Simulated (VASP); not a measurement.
# BN (NiAs type) (P6_3/mmc) in VASP: notebook

Runs on BN (NiAs type). Level: PBE. Tasks: relaxation of cell and atoms, single point.

All numbers are computed with VASP 6.6.1; they aren't measurements. Logs are shortened: lines on timing, memory, paths and dates and some standing lists are left out, and cuts for length are marked.

### Step 1. The cell of the first run

Symmetry: P6_3/mmc, No. 194, hexagonal system. The conventional cell has a = 2.461 Å, b = 2.461 Å, c = 3.814 Å, α = 90.00°, β = 90.00°, γ = 120.00°. Within 2.3 Å of B (site symmetry -3m) lie 6 N at 1.71 Å and 2 B at 1.91 Å. Within 2.3 Å of N (site symmetry -6m2) lie 6 B at 1.71 Å.

### Step 2. Relaxation of cell and atoms, PBE, target pressure 32 GPa, at which the enthalpy is minimised

INCAR reads:

```
ALGO = Normal ; EDIFF = 1E-7
EDIFFG = -0.005 ; ENCUT = 600
GGA = PE ; IBRION = 2
ISIF = 3 ; ISMEAR = -1
LASPH = T ; LCHARG = F
LREAL = F ; LWAVE = F
NELM = 100 ; NSW = 60
PREC = Accurate ; PSTRESS = 320.0
SIGMA = 0.1
```

KPOINTS reads:

```
k-points
0
Gamma
  12 12 7
```

POSCAR reads:

```
BN
1.0
    2.4605383452      0.0000000000      0.0000000000
   -1.2302691726      2.1308887139      0.0000000000
    0.0000000000      0.0000000000      3.8138344350
B N
2 2
Direct
    0.0000000000      0.0000000000      0.0000000000
    0.0000000000      0.0000000000      0.5000000000
    0.3333333333      0.6666666667      0.2500000000
    0.6666666667      0.3333333333      0.7500000000
```

Potentials or basis: VASP PAW PBE potentials, release 64 (B, N).

On the command line:

```bash
> cat potpaw_PBE.64/B/POTCAR potpaw_PBE.64/N/POTCAR > POTCAR
> mpirun -np 1 vasp_std > vasp.out
```

OUTCAR:

```text
EDIFF = 1E-7
   EDIFFG = -0.005
   ENCUT = 600
   GGA = PE
   IBRION = 2
   ISIF = 3
   ISMEAR = -1
   LASPH = T
   LREAL = F
   NELM = 100
   NSW = 60
   PREC = Accurate
   PSTRESS = 320.0

 ion  position               nearest neighbor table
   1  0.000  0.000  0.000-   3 1.71   4 1.71   3 1.71   4 1.71   4 1.71   3 1.71   2 1.91   2 1.91

   2  0.000  0.000  0.500-   3 1.71   4 1.71   3 1.71   4 1.71   4 1.71   3 1.71   1 1.91   1 1.91

   3  0.333  0.667  0.250-   1 1.71   2 1.71   1 1.71   2 1.71   1 1.71   2 1.71
   4  0.667  0.333  0.750-   1 1.71   2 1.71   1 1.71   2 1.71   1 1.71   2 1.71

  LATTYP: Found a hexagonal cell.
 ALAT       =     2.4605383452
 C/A-ratio  =     1.5500000000

  Lattice vectors:

 A1 = (   2.4605383452,   0.0000000000,   0.0000000000)
 A2 = (  -1.2302691726,   2.1308887139,   0.0000000000)
 A3 = (   0.0000000000,   0.0000000000,   3.8138344350)

Analysis of symmetry for initial positions (statically):
=====================================================================
 Subroutine PRICEL returns:
 Original cell was already a primitive cell.

 Routine SETGRP: Setting up the symmetry group for a
 hexagonal supercell.

 Subroutine GETGRP returns: Found 24 space group operations
 (whereof 12 operations were pure point group operations)
 out of a pool of 24 trial point group operations.

The static configuration has the point symmetry D_3d.
 The point group associated with its full space group is D_6h.

Analysis of symmetry for dynamics (positions and initial velocities):
=====================================================================
 Subroutine PRICEL returns:
 Original cell was already a primitive cell.

 Routine SETGRP: Setting up the symmetry group for a
 hexagonal supercell.

 Subroutine GETGRP returns: Found 24 space group operations
 (whereof 12 operations were pure point group operations)
 out of a pool of 24 trial point group operations.

The dynamic configuration has the point symmetry D_3d.
 The point group associated with its full space group is D_6h.

 Subroutine INISYM returns: Found 24 space group operations
 (whereof 12 operations are pure point group operations),
 and found     1 'primitive' translations

----------------------------------------------------------------------------------------

                                     Primitive cell

  volume of cell :      19.9964

  direct lattice vectors                    reciprocal lattice vectors
     2.460538345  0.000000000  0.000000000     0.406415125  0.234643882  0.000000000
    -1.230269173  2.130888714  0.000000000     0.000000000  0.469287764  0.000000000
     0.000000000  0.000000000  3.813834435     0.000000000  0.000000000  0.262203307

  length of vectors
     2.460538345  2.460538345  3.813834435     0.469287764  0.469287764  0.262203307

  position of ions in fractional coordinates (direct lattice)
     0.000000000  0.000000000  0.000000000
     0.000000000  0.000000000  0.500000000
     0.333333333  0.666666667  0.250000000
     0.666666667  0.333333333  0.750000000

  ion indices of the primitive-cell ions
   primitive index   ion index
                 1           1
                 2           2
                 3           3
                 4           4

----------------------------------------------------------------------------------------

 KPOINTS: k-points

Automatic generation of k-mesh.
 Grid dimensions read from file:
 generate k-points for:   12   12    7

 Generating k-lattice:

  Cartesian coordinates                     Fractional coordinates (reciprocal lattice)
     0.033867927  0.019553657  0.000000000     0.083333333  0.000000000  0.000000000
     0.000000000  0.039107314  0.000000000     0.000000000  0.083333333  0.000000000
     0.000000000  0.000000000  0.037457615     0.000000000  0.000000000  0.142857143

  Length of vectors
     0.039107314  0.039107314  0.037457615

  Shift w.r.t. Gamma in fractional coordinates (k-lattice)
     0.000000000  0.000000000  0.000000000

 Subroutine IBZKPT returns following result:
 ===========================================

 Found     76 irreducible k-points:

 Following reciprocal coordinates:
            Coordinates               Weight
  0.000000  0.000000  0.000000      1.000000
  0.083333 -0.000000  0.000000      6.000000
  0.166667  0.000000  0.000000      6.000000
  0.250000 -0.000000  0.000000      6.000000
  0.333333  0.000000  0.000000      6.000000
  0.416667 -0.000000  0.000000      6.000000
[... 16 lines left out ...]
  0.250000 -0.000000  0.142857     12.000000
  0.333333  0.000000  0.142857     12.000000
 [... further k-points ...]
   k-points           NKPTS =     76   k-points in BZ     NKDIM =     76   number of bands    NBANDS=     12
   number of dos      NEDOS =    301   number of ions     NIONS =      4
   total plane-waves  NPLWV =  12000
   dimension x,y,z NGX =    20 NGY =   20 NGZ =   30
   dimension x,y,z NGXF=    40 NGYF=   40 NGZF=   60
   ions per type =               2   2
   NGX,Y,Z   is equivalent  to a cutoff of  13.51, 13.51, 13.08 a.u.
   NGXF,Y,Z  is equivalent  to a cutoff of  27.03, 27.03, 26.15 a.u.
 SYSTEM =  unknown system
   PREC   = accura    normal or accurate (medium, high low for compatibility)
   ISTART =      0    job   : 0-new  1-cont  2-samecut
   ICHARG =      2    charge: 1-file 2-atom 10-const
   ISPIN  =      1    spin polarized calculation?
   LNONCOLLINEAR =      F non collinear calculations
   LSORBIT =      F    spin-orbit coupling
   LASPH  =      T    aspherical Exc in radial PAW
   ENCUT  =  600.0 eV  44.10 Ry    6.64 a.u.   4.91  4.91  7.62*2*pi/ulx,y,z
   NELM   =    100;   NELMIN=  2; NELMDL= -5     # of ELM steps
   EDIFF  = 0.1E-06   stopping-criterion for ELM
   LREAL  =      F    real-space projection
   EDIFFG = -.5E-02   stopping-criterion for IOM
   NSW    =     60    number of steps for IOM
   IBRION =      2    ionic relax: 0-MD 1-quasi-New 2-CG
   NFREE  =      1    steps in history (QN), initial steepest desc. (CG)
   ISIF   =      3    stress and relaxation
   ISYM   =      2    0-nonsym 1-usesym 2-fastsym
   POTIM  = 0.5000    time-step for ionic-motion
   TEBEG  =    0.0;   TEEND  =   0.0 temperature during run
   PSTRESS=  320.0 pullay stress
   NELECT =      16.0000    total number of electrons
   NUPDOWN=      -1.0000    fix difference up-down
   EMIN   =  10.00;   EMAX   =-10.00  energy-range for DOS
   EFERMI =   0.00;   METHOD = LEGACY
   ISMEAR =    -1;   SIGMA  =   0.10  broadening in eV -4-tet -1-fermi 0-gaus
   EFERMI_NEDOS =   21; number of points for ismear=-14 and -15
   IALGO  =     38    algorithm
   IMIX   =      4    mixing-type and parameters
     AMIX     =   0.40;   BMIX     =  1.00
     AMIX_MAG =   1.60;   BMIX_MAG =  1.00
  volume/ion in A,a.u.               =       5.00        33.74
  Fermi-wavevector in a.u.,A,eV,Ry     =   1.519838  2.872077 31.428192  2.309907
  Thomas-Fermi vector in A             =   2.628770
   LORBIT       =      0    0 simple, 1 ext, 2 COOP (PROOUT), +10 PAW based schemes
   GGA     = PE    functional components
   LHFCALC =     F    Hartree Fock is set to
   AEXX    =    0.0000 exact exchange contribution
   IVDW    =     0    specifies the selected vdW correction
   LEPSILON=     F    determine dielectric tensor
   LRPA    =     F    only Hartree local field effects (RPA)
 conjugate gradient relaxation of ions
 non-spin polarized calculation
  energy-cutoff  :      600.00
  volume of cell :       20.00
 maximum number of plane-waves:       689
 NGX is ok and might be reduce to    20
   NGX =  9   NGY =  9   NGZ = 15

--------------------------------------- Ionic step        1  -------------------------------------------

 number of electron      16.0000000 magnetization

 Free energy of the ion-electron system (eV)
  ---------------------------------------------------
  ext. energy  EPLUGINS =         0.00000000
  ---------------------------------------------------
  free energy    TOTEN  =       -27.58080099 eV

  energy without entropy =      -27.58079926  energy(sigma->0) =      -27.58080013

------------------------ aborting loop because EDIFF is reached ----------------------------------------

  FORCE on cell =-STRESS in cart. coord.  units (eV):
  Direction    XX          YY          ZZ          XY          YZ          ZX
  --------------------------------------------------------------------------------------
  -------------------------------------------------------------------------------------
  Total        2.8651074      2.8651074      8.6500356      0.0000000      0.0000000      0.0000000
  in kB      229.5613377    229.5613376    693.0678209      0.0000000      0.0000000      0.0000000
  external PRESSURE =      64.0634987 kB  Pullay stress =     320.0000000 kB
[... 265 lines left out ...]
  enthalpy is  TOTEN    =       -23.6683896774 eV   P V=        4.0331007479

--------------------------------------- Ionic step        8  -------------------------------------------

 number of electron      15.9999996 magnetization

 Free energy of the ion-electron system (eV)
  ---------------------------------------------------
  ext. energy  EPLUGINS =         0.00000000
  ---------------------------------------------------
  free energy    TOTEN  =       -27.70119471 eV

  energy without entropy =      -27.70119299  energy(sigma->0) =      -27.70119385

 E-fermi :  12.1032     XC(G=0): -13.9811

 val. band max:       11.0758101322   @ k =   0.1667   0.0000   0.0000
 cond. band min:      12.9823009003   @ k =   0.3333   0.3333   0.0000
 fundamental gap:      1.9064907681
 Fermi energy:        12.1032430181

 k-point     1 :       0.0000    0.0000    0.0000
  band No.  band energies     occupation
      1     -12.1313      2.00000
      2      -6.7408      2.00000
      3      -1.8082      2.00000
      4       9.5586      2.00000
      5       9.5586      2.00000
      6      10.3531      2.00000
      7      10.3531      2.00000
      8      10.7998      2.00000
      9      17.5772      0.00000
     10      19.8089      0.00000
     11      19.8089      0.00000
     12      20.1231      0.00000
[... 331 lines left out ...]
 k-point    24 :       0.3333    0.0000    0.1429
  band No.  band energies     occupation
      1      -9.1893      2.00000
      2      -4.9324      2.00000
      3       0.2400      2.00000
      4       1.6872      2.00000
      5       4.2346      2.00000
      6       5.8647      2.00000
      7       8.8698      2.00000
      8      10.2290      2.00000
      9      16.2736      0.00000
     10      17.8655      0.00000
     11      17.9360      0.00000
     12      19.0586      0.00000

 [... further k-points ...]
[... 5 lines left out ...]
  --------------------------------------------------------------------------------------
  -------------------------------------------------------------------------------------
  Total        4.0332746      4.0332746      4.0323474     -0.0000000      0.0000000      0.0000000
  in kB      320.0373811    320.0373811    319.9638124     -0.0000000      0.0000000      0.0000000
  external PRESSURE =       0.0128582 kB  Pullay stress =     320.0000000 kB
[... 19 lines left out ...]
  FREE ENERGIE OF THE ION-ELECTRON SYSTEM (eV)
  ---------------------------------------------------
  free  energy   TOTEN  =       -27.7011947064 eV

  energy  without entropy=      -27.7011929947  energy(sigma->0) =      -27.70119385

  enthalpy is  TOTEN    =       -23.6683912489 eV   P V=        4.0328034575

 reached required accuracy - stopping structural energy minimisation
```

Run time: 35 s. Hardware: 1 thread of Intel Xeon 6975P-C (Granite Rapids), shared host; peak memory 0.14 GiB.

What came out:

```
Free energy                                            : -27.7012 eV
Relaxed volume                                         : 5.05 Å³/atom
Relaxed cell                                           : a = 2.436 Å, b = 2.436 Å, c = 3.929 Å, α = 90.00°, β = 90.00°, γ = 120.00°
Space group after relaxing (to 0.05 Å)                 : P6_3/mmc (No. 194)
Energy change on relaxing (the enthalpy is what falls) : -30.1 meV/atom
Ionic steps                                            : 8
Pressure after relaxing                                : 32.0 GPa
Band gap on the k mesh                                 : 1.91 eV, indirect (least direct gap 5.78 eV)
```

The path:
| step | energy change (eV) | largest force (eV/Å) | pressure (GPa) | volume (Å³) |
| --- | --- | --- | --- | --- |
| 1 | 0.0000 | 0.0000 | 38.41 | 20.00 |
| 2 | -0.1390 | 0.0000 | 23.13 | 20.55 |
| 3 | -0.1430 | 0.0000 | 29.17 | 20.31 |
| 4 | -0.1418 | 0.0000 | 29.34 | 20.30 |
| 5 | -0.0977 | 0.0000 | 34.65 | 20.08 |
| 6 | -0.1199 | 0.0000 | 32.07 | 20.19 |
| 7 | -0.1207 | 0.0000 | 31.96 | 20.19 |
| 8 | -0.1204 | 0.0000 | 32.00 | 20.19 |

Final structure:
```xyz
4
Lattice="2.4361 0.0000 0.0000 -1.2180 2.1097 0.0000 0.0000 0.0000 3.9288" Properties=species:S:1:pos:R:3 pbc="T T T"
B     0.0000    0.0000    0.0000
B     0.0000    0.0000    1.9644
N     0.0000    1.4065    0.9822
N     1.2180    0.7032    2.9466
```

Caveat: the cell is relaxed towards a set pressure, so the enthalpy falls and the energy may rise. As with any semilocal functional, this PBE gap is likely too small.

### Step 3. Single point, PBE

This run uses another cell than the first one, of 5.05 Å³/atom, 1.010 times its volume.

INCAR reads:

```
PREC = Accurate
ENCUT = 520
EDIFF = 1E-7
ISMEAR = -1
SIGMA = 0.1
LREAL = False
LASPH = True
NELM = 60
ALGO = Normal
ISIF = 2
LWAVE = False
LCHARG = False
GGA = PE
NBANDS = 16
```

KPOINTS reads:

```
Automatic mesh
0
Gamma
  12 12 7
```

POSCAR reads:

```
BN
1.0
    2.4362124365      0.0000000000      0.0000000000
   -1.2181062182      2.1098218590      0.0000000000
    0.0000000000      0.0000000000      3.9299376015
B N
2 2
Direct
    0.0000000000      0.0000000000      0.0000000000
    0.0000000000      0.0000000000      0.5000000000
    0.3333333333      0.6666666667      0.2500000000
    0.6666666667      0.3333333333      0.7500000000
```

Potentials or basis: VASP PAW PBE potentials, release 64 (B, N).

On the command line:

```bash
> cat potpaw_PBE.64/B/POTCAR potpaw_PBE.64/N/POTCAR > POTCAR
> mpirun -np 1 vasp_std > vasp.out
```

Wall time 13 s (1 thread of Intel Xeon Platinum 8488C (Sapphire Rapids), shared host); peak memory 0.13 GiB.

Results (log left out):

| Quantity | Value |
| --- | --- |
| Free energy | -27.6969 eV |
| Pressure | 32.0 GPa |
| Band gap on the k mesh | 1.90 eV, indirect (least direct gap 5.78 eV) |

Stress tensor (GPa, compression positive):
```
32.08  0.00  0.00
 0.00 32.08  0.00
 0.00  0.00 31.78
```

Levels at points of the mesh, in eV from the valence-band top:
| k point | band 4 | band 5 | band 6 | band 7 | band 8 | band 9 | band 10 | band 11 | band 12 | band 13 |
| --- | --- | --- | --- | --- | --- | --- | --- | --- | --- | --- |
| (0.00, 0.00, 0.00) | -1.52 | -1.52 | -0.72 | -0.72 | -0.28 | 6.50 | 8.73 | 8.73 | 9.05 | 9.05 |
| (0.50, 0.00, 0.00) | -10.23 | -8.89 | -6.04 | -4.58 | -0.66 | 5.53 | 6.05 | 6.25 | 6.89 | 10.92 |

### Step 4. Single point, PBE

This run uses another cell than the first one, of 5.05 Å³/atom, 1.010 times its volume.

INCAR reads:

```
SYSTEM = BN
ALGO = Normal
EDIFF = 1E-6
ENCUT = 520
GGA = PE
ISIF = 2
ISMEAR = -1
LASPH = .True.
LCHARG = .False.
LREAL = .False.
LWAVE = .False.
NBANDS = 16
NELM = 60
PREC = Accurate
SIGMA = 0.1
```

KPOINTS reads:

```
k-points
0
Gamma
  12 12 7
  0 0 0
```

POSCAR is that of step 3.

On the command line:

```bash
> cat potpaw_PBE.64/B/POTCAR potpaw_PBE.64/N/POTCAR > POTCAR
> mpirun -np 1 vasp_std > vasp.out
```

Run time: 12 s. Hardware: 1 thread of Intel Xeon Platinum 8488C (Sapphire Rapids), shared host; peak memory 0.13 GiB.

The run converged. Its results:

| Quantity | Value |
| --- | --- |
| Free energy | -27.6969 eV |
| Pressure | 32.0 GPa |
| Band gap on the k mesh | 1.90 eV, indirect (least direct gap 5.78 eV) |

Stress tensor (GPa, compression positive):
```
32.08  0.00  0.00
 0.00 32.08  0.00
 0.00  0.00 31.78
```

Levels at points of the mesh, in eV from the valence-band top:
```tsv
k point	band 6	band 7	band 8	band 9	band 10	band 11
(0.00, 0.00, 0.00)	-0.72	-0.72	-0.28	6.50	8.73	8.73
(0.50, 0.00, 0.00)	-6.04	-4.58	-0.66	5.53	6.05	6.25
```

A k mesh can miss the band edges.
